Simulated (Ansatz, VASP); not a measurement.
## CdSe in VASP and in Ansatz

```xyz
2
Lattice="0.0000 2.8740 2.8740 2.8740 0.0000 2.8740 2.8740 2.8740 0.0000" Properties=species:S:1:pos:R:3 pbc="T T T"
Cd    0.0000    0.0000    0.0000
Se    2.8740    2.8740    2.8740
```

Alike in both runs: task electric field gradients; functional LDA; k mesh 11 × 11 × 11; occupations fermi-dirac, width 0.05 eV; no spin polarisation.

|  | VASP | Ansatz |
| --- | --- | --- |
| version | VASP 6.6.1 | Ansatz 0.2.0 |
| potentials or method | VASP PAW LDA potentials, release 64 (Cd, Se) | PAW with Ansatz's default frozen-core files, scalar-relativistic |
| plane-wave cutoff (eV) | 520 | 420 |
| valence electrons in the cell | 18 | 36 |

|  | VASP | Ansatz | Ansatz less VASP |
| --- | --- | --- | --- |
| pressure (GPa) | -5.6 | -6.0 | -0.42 |

LDA's correlation is that of Perdew and Zunger in VASP and of Perdew and Wang (1992) in Ansatz. VASP's potentials hold 18 valence electrons a cell and Ansatz's 36, so a difference there can come from the potentials and not from the codes.
